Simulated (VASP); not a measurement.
**TaTiF4: relaxation of cell and atoms with PBE**

TaTiF4:

```
CELL_PARAMETERS angstrom
0.00000 3.21194 3.21194
3.21194 0.00000 3.21194
3.21194 3.21194 0.00000
ATOMIC_POSITIONS crystal
Ti 0.50000 0.50000 0.50000
Ta 0.25000 0.25000 0.25000
F 0.87512 0.87512 0.37464
F 0.87512 0.37464 0.87512
F 0.37464 0.87512 0.87512
F 0.87512 0.87512 0.87512
```

The cell was built from a structure type or drawn by symmetry, and may not be a known phase.

```json
{
 "Program": "VASP 6.6.1",
 "Task": "relaxation of cell and atoms",
 "Functional": "PBE",
 "Potentials or basis": "VASP PAW PBE potentials, release 64 (Ti_sv, Ta_pv, F)",
 "Cutoff": "600 eV",
 "k mesh": "10 × 10 × 10",
 "Occupations": "gaussian, width 0.1 eV",
 "Spin": "collinear spin",
 "Starting moments": "[0.45, 0.31, 0.0, 0.0, 0.0, 0.0] μB",
 "Dipole correction": "no",
 "Further INCAR settings": "ALGO = Normal; EDIFF = 1e-07; IBRION = 2; EDIFFG = -0.01; NSW = 100; ISIF = 3"
}
```

The relaxed volume is 11.00 Å³/atom, the relaxed cell is a = 4.536 Å, b = 4.536 Å, c = 4.536 Å, α = 60.00°, β = 60.00°, γ = 60.00° and the space group after relaxing (to 0.1 Å) is F-43m (No. 216). The energy gained by relaxing is 0.1 meV/atom. The ionic steps are 2, the pressure after relaxing is 0.1 GPa and the largest force after relaxing is 0.004 eV/Å. The band gap on the k mesh is zero (filled and empty bands overlap), the net moment is 1.04 μB per cell and the site moments are Ti +0.42; Ta +0.34; F +0.02 μB. The valence electrons inside the program's atomic spheres are Ti 10.14; Ta 8.49; F 6.03.

Forces in eV/Å, atoms in the order of the input:
```
Ti   0.000  0.000  0.000
Ta   0.000  0.000  0.000
F    0.002  0.002 -0.002
F    0.002 -0.002  0.002
F   -0.002  0.002  0.002
F   -0.002 -0.002 -0.002
```

Step by step:
```
step  energy change (eV)  largest force (eV/Å)  pressure (GPa)  volume (Å³)
   1              0.0000                0.0060           -0.45        66.27
   2             -0.0003                0.0041            0.11        65.97
```

Final structure:
```yaml
crystal:
  lattice:
    - [0.00000, 3.20713, 3.20713]
    - [3.20713, 0.00000, 3.20713]
    - [3.20713, 3.20713, 0.00000]
  atoms:
    - { symbol: Ti, position: [0.50000, 0.50000, 0.50000] }
    - { symbol: Ta, position: [0.25000, 0.25000, 0.25000] }
    - { symbol: F, position: [0.87515, 0.87515, 0.37456] }
    - { symbol: F, position: [0.87515, 0.37456, 0.87515] }
    - { symbol: F, position: [0.37456, 0.87515, 0.87515] }
    - { symbol: F, position: [0.87515, 0.87515, 0.87515] }
```

Levels at points of the mesh, in eV from the Fermi level:
Spin up:
| k point | band 23 | band 24 | band 25 | band 26 | band 27 | band 28 | band 29 | band 30 |
| --- | --- | --- | --- | --- | --- | --- | --- | --- |
| (0.00, 0.00, 0.00) | -1.22 | -1.22 | -0.66 | -0.66 | -0.66 | 1.47 | 1.47 | 2.72 |
| (0.50, 0.00, 0.00) | -1.38 | -1.11 | -0.08 | -0.08 | 0.50 | 0.87 | 0.87 | 2.55 |
| (0.50, 0.50, 0.00) | -1.51 | -0.87 | -0.87 | -0.04 | 0.04 | 1.10 | 1.55 | 1.75 |
Spin down:
```
           k point  band 22  band 23  band 24  band 25  band 26  band 27  band 28  band 29
(0.00, 0.00, 0.00)    -1.19    -1.19    -1.18    -0.17    -0.17    -0.17     1.67     1.67
(0.50, 0.00, 0.00)    -1.36    -1.36    -0.64     0.36     0.36     0.89     1.08     1.08
(0.50, 0.50, 0.00)    -1.48    -1.48    -0.38    -0.38     0.29     0.34     1.44     1.85
```

It took 11 min on 1 thread of Oxide Virtual Turin-like Processor, with other jobs on the host, peak memory 0.34 GiB.

Caveat: spin-orbit coupling is left out, which moves the levels of the heavy elements; semilocal functionals often make such compounds metallic where correlation or magnetic order opens a gap, which also shifts bond lengths.
